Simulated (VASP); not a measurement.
# RbGe2 (R-3m) in VASP: a series of runs, part 2 of 3

VASP 6.6.1. Earlier steps stand in the parts before.

## 5. Single point, PBE

This run uses another cell than the first one, of 30.71 Å³/atom, 1.009 times its volume.

INCAR reads:

```
SYSTEM = RbGe2
PREC = Accurate ; ENCUT = 520
EDIFF = 1E-6 ; ISMEAR = 0
SIGMA = 0.1 ; LREAL = .False.
LASPH = .True. ; NELM = 100
ALGO = Normal ; ISIF = 2
LWAVE = .False. ; LCHARG = .False.
GGA = PE ; NBANDS = 26
```

KPOINTS reads:

```
Automatic mesh
0
Gamma
  12 12 12
  0 0 0
```

POSCAR reads:

```
RbGe2
1.0
    2.8964104629      1.6722433604      3.1702128218
   -2.8964104629      1.6722433604      3.1702128218
    0.0000000000     -3.3444867209      3.1702128218
Rb Ge
1 2
Direct
    0.5000000000      0.5000000000      0.5000000000
    0.8703892119      0.8703892119      0.8703892119
    0.1296107881      0.1296107881      0.1296107881
```

Potentials or basis: VASP PAW PBE potentials, release 64 (Rb_sv, Ge_d).

Launch:

```console
> cat potpaw_PBE.64/Rb_sv/POTCAR potpaw_PBE.64/Ge_d/POTCAR > POTCAR
> mpirun -np 1 vasp_std > vasp.out
```

OUTCAR:

```text
SYSTEM = RbGe2
   PREC = Accurate
   ENCUT = 520
   EDIFF = 1E-6
   ISMEAR = 0
   LREAL = .False.
   LASPH = .True.
   NELM = 100
   ISIF = 2
   GGA = PE

 ion  position               nearest neighbor table
   1  0.500  0.500  0.500-   3 3.36   2 3.36   3 3.36   3 3.36   2 3.36   2 3.36   3 3.52   2 3.52

   2  0.870  0.870  0.870-   3 2.47   1 3.36   1 3.36   1 3.36   1 3.52
   3  0.130  0.130  0.130-   2 2.47   1 3.36   1 3.36   1 3.36   1 3.52

  LATTYP: Found a trigonal (rhomboedric) cell.
 ALAT       =     4.6082361877
 COS(alpha) =     0.2099023850

  Lattice vectors:

 A1 = (   2.8964104629,   1.6722433604,   3.1702128218)
 A2 = (  -2.8964104629,   1.6722433604,   3.1702128218)
 A3 = (   0.0000000000,  -3.3444867209,   3.1702128218)

Analysis of symmetry for initial positions (statically):
=====================================================================
 Subroutine PRICEL returns:
 Original cell was already a primitive cell.

 Routine SETGRP: Setting up the symmetry group for a
 trigonal (rhombohedral) supercell.

 Subroutine GETGRP returns: Found 12 space group operations
 (whereof 12 operations were pure point group operations)
 out of a pool of 12 trial point group operations.

The static configuration has the point symmetry D_3d.

Analysis of symmetry for dynamics (positions and initial velocities):
=====================================================================
 Subroutine PRICEL returns:
 Original cell was already a primitive cell.

 Routine SETGRP: Setting up the symmetry group for a
 trigonal (rhombohedral) supercell.

 Subroutine GETGRP returns: Found 12 space group operations
 (whereof 12 operations were pure point group operations)
 out of a pool of 12 trial point group operations.

The dynamic configuration has the point symmetry D_3d.

 Subroutine INISYM returns: Found 12 space group operations
 (whereof 12 operations are pure point group operations),
 and found     1 'primitive' translations

----------------------------------------------------------------------------------------

                                     Primitive cell

  volume of cell :      92.1296

  direct lattice vectors                    reciprocal lattice vectors
     2.896410463  1.672243360  3.170212822     0.172627466  0.099666514  0.105145412
    -2.896410463  1.672243360  3.170212822    -0.172627466  0.099666514  0.105145412
     0.000000000 -3.344486721  3.170212822     0.000000000 -0.199333028  0.105145412

  length of vectors
     4.608236188  4.608236188  4.608236188     0.225364624  0.225364624  0.225364624

  position of ions in fractional coordinates (direct lattice)
     0.500000000  0.500000000  0.500000000
     0.870389212  0.870389212  0.870389212
     0.129610788  0.129610788  0.129610788

  ion indices of the primitive-cell ions
   primitive index   ion index
                 1           1
                 2           2
                 3           3

----------------------------------------------------------------------------------------

 KPOINTS: Automatic mesh

Automatic generation of k-mesh.
 Grid dimensions read from file:
 generate k-points for:   12   12   12

 Generating k-lattice:

  Cartesian coordinates                     Fractional coordinates (reciprocal lattice)
     0.014385622  0.008305543  0.008762118     0.083333333 -0.000000000 -0.000000000
    -0.014385622  0.008305543  0.008762118    -0.000000000  0.083333333 -0.000000000
     0.000000000 -0.016611086  0.008762118    -0.000000000 -0.000000000  0.083333333

  Length of vectors
     0.018780385  0.018780385  0.018780385

  Shift w.r.t. Gamma in fractional coordinates (k-lattice)
     0.000000000  0.000000000  0.000000000

 Subroutine IBZKPT returns following result:
 ===========================================

 Found    189 irreducible k-points:

 Following reciprocal coordinates:
            Coordinates               Weight
  0.000000  0.000000  0.000000      1.000000
  0.083333 -0.000000  0.000000      6.000000
  0.166667 -0.000000  0.000000      6.000000
  0.250000 -0.000000  0.000000      6.000000
  0.333333 -0.000000  0.000000      6.000000
  0.416667  0.000000  0.000000      6.000000
[... 16 lines left out ...]
  0.500000  0.166667  0.000000     12.000000
 -0.416667  0.166667  0.000000     12.000000
 [... further k-points ...]
   k-points           NKPTS =    189   k-points in BZ     NKDIM =    189   number of bands    NBANDS=     26
   number of dos      NEDOS =    301   number of ions     NIONS =      3
   total plane-waves  NPLWV =  46656
   dimension x,y,z NGX =    36 NGY =   36 NGZ =   36
   dimension x,y,z NGXF=    72 NGYF=   72 NGZF=   72
   ions per type =               1   2
   NGX,Y,Z   is equivalent  to a cutoff of  12.99, 12.99, 12.99 a.u.
   NGXF,Y,Z  is equivalent  to a cutoff of  25.97, 25.97, 25.97 a.u.
 SYSTEM =  RbGe2
   PREC   = accura    normal or accurate (medium, high low for compatibility)
   ISTART =      0    job   : 0-new  1-cont  2-samecut
   ICHARG =      2    charge: 1-file 2-atom 10-const
   ISPIN  =      1    spin polarized calculation?
   LNONCOLLINEAR =      F non collinear calculations
   LSORBIT =      F    spin-orbit coupling
   LASPH  =      T    aspherical Exc in radial PAW
   ENCUT  =  520.0 eV  38.22 Ry    6.18 a.u.   8.57  8.57  8.57*2*pi/ulx,y,z
   NELM   =    100;   NELMIN=  2; NELMDL= -5     # of ELM steps
   EDIFF  = 0.1E-05   stopping-criterion for ELM
   LREAL  =      F    real-space projection
   EDIFFG = 0.1E-04   stopping-criterion for IOM
   NSW    =      0    number of steps for IOM
   IBRION =     -1    ionic relax: 0-MD 1-quasi-New 2-CG
   NFREE  =      0    steps in history (QN), initial steepest desc. (CG)
   ISIF   =      2    stress and relaxation
   ISYM   =      2    0-nonsym 1-usesym 2-fastsym
   POTIM  = 0.5000    time-step for ionic-motion
   TEBEG  =    0.0;   TEEND  =   0.0 temperature during run
   PSTRESS=    0.0 pullay stress
   NELECT =      37.0000    total number of electrons
   NUPDOWN=      -1.0000    fix difference up-down
   EMIN   =  10.00;   EMAX   =-10.00  energy-range for DOS
   EFERMI =   0.00;   METHOD = LEGACY
   ISMEAR =     0;   SIGMA  =   0.10  broadening in eV -4-tet -1-fermi 0-gaus
   EFERMI_NEDOS =   21; number of points for ismear=-14 and -15
   IALGO  =     38    algorithm
   IMIX   =      4    mixing-type and parameters
     AMIX     =   0.40;   BMIX     =  1.00
     AMIX_MAG =   1.60;   BMIX_MAG =  1.00
  volume/ion in A,a.u.               =      30.71       207.24
  Fermi-wavevector in a.u.,A,eV,Ry     =   1.207839  2.282484 19.849194  1.458875
  Thomas-Fermi vector in A             =   2.343465
   LORBIT       =      0    0 simple, 1 ext, 2 COOP (PROOUT), +10 PAW based schemes
   GGA     = PE    functional components
   LHFCALC =     F    Hartree Fock is set to
   AEXX    =    0.0000 exact exchange contribution
   IVDW    =     0    specifies the selected vdW correction
   LEPSILON=     F    determine dielectric tensor
   LRPA    =     F    only Hartree local field effects (RPA)
 non-spin polarized calculation
 Gauss-broadening in eV      SIGMA  =   0.10
  energy-cutoff  :      520.00
  volume of cell :       92.13
 maximum number of plane-waves:      2519
 NGX is ok and might be reduce to    36
   NGX = 17   NGY = 17   NGZ = 17

 number of electron      36.9999993 magnetization

 Free energy of the ion-electron system (eV)
  ---------------------------------------------------
  ext. energy  EPLUGINS =         0.00000000
  ---------------------------------------------------
  free energy    TOTEN  =        -9.12071147 eV

  energy without entropy =       -9.11261033  energy(sigma->0) =       -9.11666090

 E-fermi :   2.3985     XC(G=0):  -8.8031

 val. band max:        2.3922312817   @ k =  -0.4167   0.5000   0.0833
 cond. band min:       2.4012892712   @ k =   0.3333  -0.0000   0.0000
 fundamental gap:      0.0090579895
 Fermi energy:         2.3984846925

 k-point     1 :       0.0000    0.0000    0.0000
  band No.  band energies     occupation
      1     -24.5691      2.00000
      2     -21.9758      2.00000
      3     -21.9706      2.00000
      4     -21.9706      2.00000
      5     -21.9539      2.00000
      6     -21.9539      2.00000
[... 18 lines left out ...]
     25       7.7383      0.00000
     26       9.1528      0.00000
[... 644 lines left out ...]
      4     -21.9636      2.00000
      5     -21.9585      2.00000
      6     -21.9502      2.00000
[... 18 lines left out ...]
     25       9.0917      0.00000
     26       9.4147      0.00000

 [... further k-points ...]

------------------------ aborting loop because EDIFF is reached ----------------------------------------

  FORCE on cell =-STRESS in cart. coord.  units (eV):
  Direction    XX          YY          ZZ          XY          YZ          ZX
  --------------------------------------------------------------------------------------
  -------------------------------------------------------------------------------------
  Total        0.0081727      0.0081727      0.0327431      0.0000000     -0.0000000      0.0000000
  in kB        0.1421263      0.1421263      0.5694182      0.0000000     -0.0000000      0.0000000
  external PRESSURE =       0.2845569 kB  Pullay stress =       0.0000000 kB

 VOLUME and BASIS-vectors are now :
 -----------------------------------------------------------------------------
  energy-cutoff  :      520.00
  volume of cell :       92.13
      direct lattice vectors                 reciprocal lattice vectors
     2.896410463  1.672243360  3.170212822     0.172627466  0.099666514  0.105145412
    -2.896410463  1.672243360  3.170212822    -0.172627466  0.099666514  0.105145412
     0.000000000 -3.344486721  3.170212822     0.000000000 -0.199333028  0.105145412

 POSITION                                       TOTAL-FORCE (eV/Angst)
 -----------------------------------------------------------------------------------
      0.00000     -0.00000      4.75532         0.000000     -0.000000      0.000000
      0.00000     -0.00000      8.27796         0.000000     -0.000000      0.007688
      0.00000     -0.00000      1.23268         0.000000      0.000000     -0.007688
 -----------------------------------------------------------------------------------
    total drift:                                0.000000     -0.000000      0.000000

  FREE ENERGIE OF THE ION-ELECTRON SYSTEM (eV)
  ---------------------------------------------------
  free  energy   TOTEN  =        -9.1207114699 eV

  energy  without entropy=       -9.1126103317  energy(sigma->0) =       -9.11666090
```

OSZICAR:

```text
N       E                     dE             d eps       ncg     rms          rms(c)
DAV:   1     0.308185454082E+03    0.30819E+03   -0.18306E+04 11408   0.287E+03
DAV:   2     0.394886272758E+02   -0.26870E+03   -0.26049E+03  9956   0.641E+02
DAV:   3    -0.613775441664E+01   -0.45626E+02   -0.45218E+02 11616   0.166E+02
DAV:   4    -0.916237595528E+01   -0.30246E+01   -0.30171E+01 14876   0.396E+01
DAV:   5    -0.923786967043E+01   -0.75494E-01   -0.75413E-01 14380   0.639E+00    0.448E+00
DAV:   6    -0.915331763137E+01    0.84552E-01   -0.77703E-02 14212   0.218E+00    0.280E+00
DAV:   7    -0.911906035951E+01    0.34257E-01   -0.15449E-01 12162   0.250E+00    0.399E-01
DAV:   8    -0.912059389326E+01   -0.15335E-02   -0.24502E-02 11480   0.873E-01    0.770E-02
DAV:   9    -0.912070690195E+01   -0.11301E-03   -0.11733E-03 12396   0.223E-01    0.504E-02
DAV:  10    -0.912070392740E+01    0.29746E-05   -0.16063E-04 14484   0.580E-02    0.190E-02
DAV:  11    -0.912071140245E+01   -0.74751E-05   -0.31210E-05 14102   0.322E-02    0.540E-03
DAV:  12    -0.912071146988E+01   -0.67429E-07   -0.23033E-06 11290   0.134E-02
   1 F= -.91207115E+01 E0= -.91166609E+01  d E =-.810114E-02
```

stdout:

```text
POSCAR found type information on POSCAR RbGe
 POSCAR found :  2 types and       3 ions
 scaLAPACK will be used
 LDA part: xc-table for (Slater+PW92), standard interpolation
 POSCAR, INCAR and KPOINTS ok, starting setup
 FFT: planning ... GRIDC
 FFT: planning ... GRID_SOFT
 FFT: planning ... GRID
 WAVECAR not read
 entering main loop
```

Run time: 3.8 min. Hardware: 1 thread of AMD EPYC 7R13 (Zen 3), shared host; peak memory 0.47 GiB.

What came out:

```
Free energy   : -9.1207 eV
Pressure      : 0.0 GPa
Largest force : 0.008 eV/Å
```

Forces in eV/Å, atoms in the order of the input:
```
Rb   0.000  0.000  0.000
Ge   0.000  0.000  0.008
Ge   0.000  0.000 -0.008
```

[end of part 2 of 3]
